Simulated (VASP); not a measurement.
# LiH (Pm-3m) in VASP: notebook

LiH is run at these levels: PBE; tasks: single point, relaxation of cell and atoms.

Program: VASP 6.6.1. These are calculated values, not measurements. Logs are shortened: lines on timing, memory, paths and dates and some standing lists are left out, and cuts for length are marked.

## 1. The cell of the first run

Symmetry: Pm-3m, No. 221, cubic system. Conventional cell: a = 2.506 Å, b = 2.506 Å, c = 2.506 Å, α = 90.00°, β = 90.00°, γ = 90.00°. Li (site symmetry m-3m) has 8 H at 2.17 Å and 6 Li at 2.51 Å within 2.9 Å. Within 2.9 Å of H (site symmetry m-3m) lie 8 Li at 2.17 Å and 6 H at 2.51 Å.

## 2. Single point, PBE

INCAR reads:

```
PREC = Accurate
ENCUT = 520
EDIFF = 1E-6
ISMEAR = 0
SIGMA = 0.1
LREAL = False
LASPH = True
NELM = 100
ALGO = Normal
ISIF = 2
LWAVE = False
LCHARG = False
GGA = PE
NBANDS = 9
```

KPOINTS reads:

```
Automatic mesh
0
Gamma
  6 6 6
```

POSCAR reads:

```
LiH
1.0
    2.5062775402      0.0000000000      0.0000000000
    0.0000000000      2.5062775402      0.0000000000
    0.0000000000      0.0000000000      2.5062775402
Li H
1 1
Direct
    0.5000000000      0.5000000000      0.5000000000
    0.0000000000      0.0000000000      0.0000000000
```

Potentials or basis: VASP PAW PBE potentials, release 64 (Li_sv, H).

Started as:

```bash
$ cat potpaw_PBE.64/Li_sv/POTCAR potpaw_PBE.64/H/POTCAR > POTCAR
$ mpirun -np 1 vasp_std > vasp.out
```

OUTCAR:

```text
PREC = Accurate
   ENCUT = 520
   EDIFF = 1E-6
   ISMEAR = 0
   LREAL = False
   LASPH = True
   NELM = 100
   ISIF = 2
   GGA = PE

 ion  position               nearest neighbor table
   1  0.500  0.500  0.500-
   2  0.000  0.000  0.000-

  LATTYP: Found a simple cubic cell.
 ALAT       =     2.5062775402

  Lattice vectors:

 A1 = (   2.5062775402,   0.0000000000,   0.0000000000)
 A2 = (   0.0000000000,   2.5062775402,   0.0000000000)
 A3 = (   0.0000000000,   0.0000000000,   2.5062775402)

Analysis of symmetry for initial positions (statically):
=====================================================================
 Subroutine PRICEL returns:
 Original cell was already a primitive cell.

 Routine SETGRP: Setting up the symmetry group for a
 simple cubic supercell.

 Subroutine GETGRP returns: Found 48 space group operations
 (whereof 48 operations were pure point group operations)
 out of a pool of 48 trial point group operations.

The static configuration has the point symmetry O_h .

Analysis of symmetry for dynamics (positions and initial velocities):
=====================================================================
 Subroutine PRICEL returns:
 Original cell was already a primitive cell.

 Routine SETGRP: Setting up the symmetry group for a
 simple cubic supercell.

 Subroutine GETGRP returns: Found 48 space group operations
 (whereof 48 operations were pure point group operations)
 out of a pool of 48 trial point group operations.

The dynamic configuration has the point symmetry O_h .

 Subroutine INISYM returns: Found 48 space group operations
 (whereof 48 operations are pure point group operations),
 and found     1 'primitive' translations

----------------------------------------------------------------------------------------

                                     Primitive cell

  volume of cell :      15.7430

  direct lattice vectors                    reciprocal lattice vectors
     2.506277540  0.000000000  0.000000000     0.398998109  0.000000000  0.000000000
     0.000000000  2.506277540  0.000000000     0.000000000  0.398998109  0.000000000
     0.000000000  0.000000000  2.506277540     0.000000000  0.000000000  0.398998109

  length of vectors
     2.506277540  2.506277540  2.506277540     0.398998109  0.398998109  0.398998109

[... 76 lines left out ...]
   LREAL  =      F    real-space projection
   EDIFFG = 0.1E-04   stopping-criterion for IOM
   NSW    =      0    number of steps for IOM
   IBRION =     -1    ionic relax: 0-MD 1-quasi-New 2-CG
   NFREE  =      0    steps in history (QN), initial steepest desc. (CG)
   ISIF   =      2    stress and relaxation
   ISYM   =      2    0-nonsym 1-usesym 2-fastsym
   POTIM  = 0.5000    time-step for ionic-motion
   TEBEG  =    0.0;   TEEND  =   0.0 temperature during run
   PSTRESS=    0.0 pullay stress
   NELECT =       4.0000    total number of electrons
   NUPDOWN=      -1.0000    fix difference up-down
   EMIN   =  10.00;   EMAX   =-10.00  energy-range for DOS
   EFERMI =   0.00;   METHOD = LEGACY
   ISMEAR =     0;   SIGMA  =   0.10  broadening in eV -4-tet -1-fermi 0-gaus
   EFERMI_NEDOS =   21; number of points for ismear=-14 and -15
   IALGO  =     38    algorithm
   IMIX   =      4    mixing-type and parameters
     AMIX     =   0.40;   BMIX     =  1.00
     AMIX_MAG =   1.60;   BMIX_MAG =  1.00
  volume/ion in A,a.u.               =       7.87        53.12
  Fermi-wavevector in a.u.,A,eV,Ry     =   1.036889  1.959436 14.628156  1.075139
  Thomas-Fermi vector in A             =   2.171301
   LORBIT       =      0    0 simple, 1 ext, 2 COOP (PROOUT), +10 PAW based schemes
   GGA     = PE    functional components
   LHFCALC =     F    Hartree Fock is set to
   AEXX    =    0.0000 exact exchange contribution
   IVDW    =     0    specifies the selected vdW correction
   LEPSILON=     F    determine dielectric tensor
   LRPA    =     F    only Hartree local field effects (RPA)
 non-spin polarized calculation
 Gauss-broadening in eV      SIGMA  =   0.10
  energy-cutoff  :      520.00
  volume of cell :       15.74
 maximum number of plane-waves:       441
 NGX is ok and might be reduce to    20
   NGX =  9   NGY =  9   NGZ =  9

 number of electron       4.0000012 magnetization

 Free energy of the ion-electron system (eV)
  ---------------------------------------------------
  ext. energy  EPLUGINS =         0.00000000
  ---------------------------------------------------
  free energy    TOTEN  =        -5.65055637 eV

  energy without entropy =       -5.65055637  energy(sigma->0) =       -5.65055637

 E-fermi :   3.8789     XC(G=0):  -8.6373

 val. band max:        3.5257799198   @ k =   0.5000   0.5000   0.5000
 cond. band min:       4.2465529241   @ k =   0.5000   0.0000   0.0000
 fundamental gap:      0.7207730043
 Fermi energy:         3.8789252719

 k-point     1 :       0.0000    0.0000    0.0000
  band No.  band energies     occupation
      1     -44.6141      2.00000
      2      -5.2799      2.00000
      3      15.4457      0.00000
      4      15.4457      0.00000
      5      15.4457      0.00000
      6      16.0277      0.00000
      7      18.5886      0.00000
      8      18.5886      0.00000
      9      35.1092      0.00000
[... 217 lines left out ...]
 k-point    20 :       0.5000    0.5000    0.5000
  band No.  band energies     occupation
      1     -44.4714      2.00000
      2       3.5258      2.00000
      3       9.9187      0.00000
      4       9.9187      0.00000
      5       9.9187      0.00000
      6      12.2712      0.00000
      7      12.2712      0.00000
      8      12.2712      0.00000
      9      24.8897      0.00000

------------------------ aborting loop because EDIFF is reached ----------------------------------------

  FORCE on cell =-STRESS in cart. coord.  units (eV):
  Direction    XX          YY          ZZ          XY          YZ          ZX
  --------------------------------------------------------------------------------------
  -------------------------------------------------------------------------------------
  Total        0.0024908      0.0024908      0.0024908     -0.0000000      0.0000000     -0.0000000
  in kB        0.2534879      0.2534879      0.2534879     -0.0000000      0.0000000     -0.0000000
  external PRESSURE =       0.2534879 kB  Pullay stress =       0.0000000 kB

 VOLUME and BASIS-vectors are now :
 -----------------------------------------------------------------------------
  energy-cutoff  :      520.00
  volume of cell :       15.74
      direct lattice vectors                 reciprocal lattice vectors
     2.506277540  0.000000000  0.000000000     0.398998109  0.000000000  0.000000000
     0.000000000  2.506277540  0.000000000     0.000000000  0.398998109  0.000000000
     0.000000000  0.000000000  2.506277540     0.000000000  0.000000000  0.398998109

 POSITION                                       TOTAL-FORCE (eV/Angst)
 -----------------------------------------------------------------------------------
      1.25314      1.25314      1.25314         0.000000      0.000000      0.000000
      0.00000      0.00000      0.00000         0.000000      0.000000      0.000000
 -----------------------------------------------------------------------------------
    total drift:                               -0.000000      0.000000      0.000000

  FREE ENERGIE OF THE ION-ELECTRON SYSTEM (eV)
  ---------------------------------------------------
  free  energy   TOTEN  =        -5.6505563703 eV

  energy  without entropy=       -5.6505563682  energy(sigma->0) =       -5.65055637
```

OSZICAR:

```text
N       E                     dE             d eps       ncg     rms          rms(c)
DAV:   1     0.933708962127E+00    0.93371E+00   -0.18639E+03   360   0.384E+02
DAV:   2    -0.570448741835E+01   -0.66382E+01   -0.66140E+01   492   0.543E+01
DAV:   3    -0.590723945314E+01   -0.20275E+00   -0.20223E+00   390   0.101E+01
DAV:   4    -0.591991251129E+01   -0.12673E-01   -0.12644E-01   474   0.138E+00
DAV:   5    -0.591996954472E+01   -0.57033E-04   -0.57033E-04   385   0.979E-02    0.283E+00
DAV:   6    -0.572072135341E+01    0.19925E+00   -0.16522E-01   405   0.122E+00    0.141E+00
DAV:   7    -0.564947322959E+01    0.71248E-01   -0.21534E-01   406   0.153E+00    0.223E-01
DAV:   8    -0.565060951290E+01   -0.11363E-02   -0.38840E-03   447   0.431E-01    0.461E-02
DAV:   9    -0.565055667710E+01    0.52836E-04   -0.21705E-04   451   0.501E-02    0.558E-03
DAV:  10    -0.565055637025E+01    0.30685E-06   -0.60754E-06   410   0.185E-02
   1 F= -.56505564E+01 E0= -.56505564E+01  d E =-.206015E-08
```

It took 6.2 s on 1 thread of AMD EPYC 7R13, shared host; peak memory 0.09 GiB.

Results:

| Property | Result |
| --- | --- |
| Free energy | -5.6506 eV |
| Band gap on the k mesh | 0.72 eV, indirect (least direct gap 4.20 eV) |

Caveat: the cutoff is under 1.25 times the usual one of these potentials, so pressure, stress and relaxed cells hold a basis-set (Pulay) error. Expect the measured gap to be larger: semilocal functionals such as PBE lack the derivative discontinuity.

## 3. Single point, PBE

This run uses another cell than the first one, of 11.15 Å³/atom, 1.416 times its volume.

INCAR reads:

```
PREC     = Accurate       # precision mode
ENCUT    = 520            # plane-wave cutoff, eV
EDIFF    = 1E-7           # SCF threshold, eV
ISMEAR   = 0              # smearing method
SIGMA    = 0.1            # smearing width, eV
LREAL    = F              # projectors in reciprocal space
LASPH    = T              # aspherical terms in the spheres
NELM     = 100            # most SCF steps
ALGO     = Normal         # electronic algorithm
ISIF     = 2              # what is computed and relaxed
LWAVE    = F              # write WAVECAR
LCHARG   = F              # write CHGCAR
GGA      = PE             # functional
NBANDS   = 9              # bands
```

KPOINTS is that of step 2.

POSCAR reads:

```
LiH
1.0
    2.8144529200      0.0000000000      0.0000000000
    0.0000000000      2.8144529200      0.0000000000
    0.0000000000      0.0000000000      2.8144529200
Li H
1 1
Direct
    0.5000000000      0.5000000000      0.5000000000
    0.0000000000      0.0000000000      0.0000000000
```

Potentials or basis: VASP PAW PBE potentials, release 64 (Li_sv, H).

Started as:

```bash
$ cat potpaw_PBE.64/Li_sv/POTCAR potpaw_PBE.64/H/POTCAR > POTCAR
$ mpirun -np 1 vasp_std > vasp.out
```

Wall time 10 s (1 thread of AMD EPYC 7R13, shared host); peak memory 0.1 GiB.

Results (log left out):

- Free energy: -5.4749 eV
- Band gap on the k mesh: 0.84 eV, indirect (least direct gap 3.92 eV)

Levels at points of the mesh, in eV from the valence-band top:
```csv
k point,band 1,band 2,band 3,band 4,band 5
"(0.00, 0.00, 0.00)",-47.75,-6.69,9.17,10.16,10.16
"(0.50, 0.00, 0.00)",-47.74,-4.68,0.84,9.06,13.37
"(0.50, 0.50, 0.00)",-47.72,-1.85,2.07,2.07,7.12
"(0.50, 0.50, 0.50)",-47.71,0.00,5.79,5.79,5.79
```

Caveat: the cutoff is under 1.25 times the usual one of these potentials, so pressure, stress and relaxed cells hold a basis-set (Pulay) error. A k mesh can miss the band edges.

## 4. Single point, PBE

INCAR reads:

```
ALGO = Normal
EDIFF = 1E-7
ENCUT = 520
GGA = PE
ISIF = 2
ISMEAR = 0
LASPH = T
LCHARG = T
LELF = T
LREAL = F
LVHAR = T
LWAVE = F
NBANDS = 9
NELM = 80
PREC = Accurate
SIGMA = 0.02
```

KPOINTS reads:

```
k-points
0
Gamma
  12 12 12
```

POSCAR reads:

```
LiH
1.0
    2.5062775402      0.0000000000      0.0000000000
    0.0000000000      2.5062775402      0.0000000000
    0.0000000000      0.0000000000      2.5062775402
Li H
1 1
Direct
    0.5000000000      0.5000000000      0.5000000000
    0.0000000000      0.0000000000      0.0000000000
```

Started as:

```bash
$ cat potpaw_PBE.64/Li_sv/POTCAR potpaw_PBE.64/H/POTCAR > POTCAR
$ mpirun -np 1 vasp_std > vasp.out
```

Wall time 20 s (1 thread of AMD EPYC 7R13, shared host); peak memory 0.09 GiB.

The run converged. Its results:

```
Free energy            : -5.6600 eV
Band gap on the k mesh : 0.73 eV, indirect (least direct gap 4.21 eV)
```

Levels at points of the mesh, in eV from the valence-band top:
| k point | band 1 | band 2 | band 3 | band 4 | band 5 | band 6 |
| --- | --- | --- | --- | --- | --- | --- |
| (0.00, 0.00, 0.00) | -48.11 | -8.80 | 11.94 | 11.94 | 11.94 | 12.51 |
| (0.50, 0.00, 0.00) | -48.06 | -6.56 | 0.73 | 11.39 | 16.21 | 16.21 |
| (0.50, 0.50, 0.00) | -48.01 | -2.66 | 1.55 | 1.55 | 9.08 | 19.41 |
| (0.50, 0.50, 0.50) | -47.97 | 0.00 | 6.41 | 6.41 | 6.41 | 8.76 |

Caveat: the cutoff is under 1.25 times the usual one of these potentials, so pressure, stress and relaxed cells hold a basis-set (Pulay) error. As with any semilocal functional, this PBE gap is likely too small.

## 5. Relaxation of cell and atoms, PBE

This run uses another cell than the first one, of 11.15 Å³/atom, 1.416 times its volume.

INCAR reads:

```
SYSTEM = LiH
PREC = Accurate ; ENCUT = 600
EDIFF = 1E-6 ; ISMEAR = 0
SIGMA = 0.1 ; LREAL = .False.
LASPH = .True. ; NELM = 100
ALGO = Normal ; ISIF = 3
LWAVE = .False. ; LCHARG = .False.
GGA = PE ; IBRION = 2
NSW = 90 ; EDIFFG = -0.04
```

KPOINTS reads:

```
regular mesh
0
Gamma
  6 6 6
  0 0 0
```

POSCAR reads:

```
LiH
1.0
    2.8144529200      0.0000000000      0.0000000000
    0.0000000000      2.8144529200      0.0000000000
    0.0000000000      0.0000000000      2.8144529200
Li H
1 1
Direct
    0.5000000000      0.5000000000      0.5000000000
    0.0000000000      0.0000000000      0.0000000000
```

Started as:

```bash
$ cat potpaw_PBE.64/Li_sv/POTCAR potpaw_PBE.64/H/POTCAR > POTCAR
$ mpirun -np 1 vasp_std > vasp.out
```

It took 26 s on 1 thread of AMD EPYC 7R13, shared host; peak memory 0.1 GiB.

Results (log left out):

```yaml
Free_energy: -5.6565 eV
Relaxed_volume: 8.04 Å³/atom
Relaxed_cell: a = 2.524 Å, b = 2.524 Å, c = 2.524 Å, α = 90.00°, β = 90.00°, γ = 90.00°
Space_group_after_relaxing_to_0.05_Å: Pm-3m (No. 221)
Energy_gained_by_relaxing: 91.0 meV/atom
Ionic_steps: 5
Pressure_after_relaxing: -0.7 GPa
Band_gap_on_the_k_mesh: 0.71 eV, indirect (least direct gap 4.18 eV)
```

Step by step:
```tsv
step	energy change (eV)	largest force (eV/Å)	pressure (GPa)	volume (Å³)
1	0.0000	0.0000	-6.99	22.29
2	-0.0636	0.0000	-6.25	20.76
3	-0.1570	0.0000	-3.64	17.84
4	-0.1015	0.0000	10.38	12.85
5	-0.1821	0.0000	-0.71	16.09
```

Final structure:
```
Li H
1.0
     2.52433    0.00000    0.00000
     0.00000    2.52433    0.00000
     0.00000    0.00000    2.52433
Li H
1 1
Direct
  0.50000 0.50000 0.50000
  0.00000 0.00000 0.00000
```

Levels at points of the mesh, in eV from the valence-band top:
| k point | band 1 | band 2 | band 3 | band 4 | band 5 | band 6 |
| --- | --- | --- | --- | --- | --- | --- |
| (0.00, 0.00, 0.00) | -48.09 | -8.67 | 11.81 | 11.81 | 11.81 | 12.25 |
| (0.50, 0.00, 0.00) | -48.04 | -6.43 | 0.71 | 11.22 | 16.00 | 16.00 |
| (0.50, 0.50, 0.00) | -47.99 | -2.60 | 1.58 | 1.58 | 8.91 | 19.14 |
| (0.50, 0.50, 0.50) | -47.95 | 0.00 | 6.36 | 6.36 | 6.36 | 8.70 |

Caveat: the cutoff is under 1.25 times the usual one of these potentials, so pressure, stress and relaxed cells hold a basis-set (Pulay) error; the volume moved by over 15 % at a fixed basis, so the end points are rough.

## 6. Relaxation of cell and atoms, PBE

INCAR reads:

```
PREC = Accurate ; ENCUT = 600
EDIFF = 1E-6 ; ISMEAR = 0
SIGMA = 0.02 ; LREAL = False
LASPH = True ; NELM = 80
ALGO = Normal ; ISIF = 3
LWAVE = False ; LCHARG = False
GGA = PE ; IBRION = 2
NSW = 100 ; EDIFFG = -0.01
```

KPOINTS reads:

```
regular mesh
0
Gamma
  12 12 12
```

POSCAR reads:

```
LiH
1.0
    2.5062775402      0.0000000000      0.0000000000
    0.0000000000      2.5062775402      0.0000000000
    0.0000000000      0.0000000000      2.5062775402
Li H
1 1
Direct
    0.5000000000      0.5000000000      0.5000000000
    0.0000000000      0.0000000000      0.0000000000
```

Potentials or basis: VASP PAW PBE potentials, release 64 (Li_sv, H).

Started as:

```bash
$ cat potpaw_PBE.64/Li_sv/POTCAR potpaw_PBE.64/H/POTCAR > POTCAR
$ mpirun -np 1 vasp_std > vasp.out
```

It took 13 s on 1 thread of AMD EPYC 7R13, shared host; peak memory 0.09 GiB.

Results (log left out):

* Free energy: -5.6599 eV
* Pressure after relaxing: -0.2 GPa
* Band gap on the k mesh: 0.73 eV, indirect (least direct gap 4.21 eV)

Final structure:
```
Li H
1.0
     2.50628    0.00000    0.00000
     0.00000    2.50628    0.00000
     0.00000    0.00000    2.50628
Li H
1 1
Direct
  0.50000 0.50000 0.50000
  0.00000 0.00000 0.00000
```

Levels at points of the mesh, in eV from the valence-band top:
| k point | band 1 | band 2 | band 3 | band 4 | band 5 |
| --- | --- | --- | --- | --- | --- |
| (0.00, 0.00, 0.00) | -48.11 | -8.80 | 11.94 | 11.94 | 11.94 |
| (0.50, 0.00, 0.00) | -48.05 | -6.56 | 0.73 | 11.39 | 16.21 |
| (0.50, 0.50, 0.00) | -48.01 | -2.66 | 1.55 | 1.55 | 9.08 |
| (0.50, 0.50, 0.50) | -47.96 | 0.00 | 6.41 | 6.41 | 6.41 |

Caveat: the cutoff is under 1.25 times the usual one of these potentials, so pressure, stress and relaxed cells hold a basis-set (Pulay) error; the relaxation stopped at its first step, so nothing moved.

## 7. The runs side by side

| task | cell | k mesh | cutoff (eV) | smearing | gap on the mesh (eV) | pressure (GPa) |
| --- | --- | --- | --- | --- | --- | --- |
| single point | a = 2.506 Å, 2 atoms | 6 × 6 × 6 | 520 | gaussian 0.1 eV | 0.72 | - |
| single point | a = 2.814 Å, 2 atoms | 6 × 6 × 6 | 520 | gaussian 0.1 eV | 0.84 | - |
| single point | a = 2.506 Å, 2 atoms | 12 × 12 × 12 | 520 | gaussian 0.02 eV | 0.73 | - |
| relaxation of cell and atoms | relaxed from a = 2.814 Å, 2 atoms | 6 × 6 × 6 | 600 | gaussian 0.1 eV | 0.71 | -0.7 |
| relaxation of cell and atoms | relaxed from a = 2.506 Å, 2 atoms | 12 × 12 × 12 | 600 | gaussian 0.02 eV | 0.73 | -0.2 |

Alike in all rows: level PBE; potentials or basis VASP PAW PBE potentials, release 64 (Li_sv, H); no spin polarisation.

Caveats: the cutoff is under 1.25 times the usual one of these potentials, so pressure, stress and relaxed cells hold a basis-set (Pulay) error; the volume moved by over 15 % at a fixed basis, so the end points are rough (some runs); the relaxation stopped at its first step, so nothing moved (some runs).

Total energies depend on the potentials used, so only differences within one code and one set of settings carry meaning.
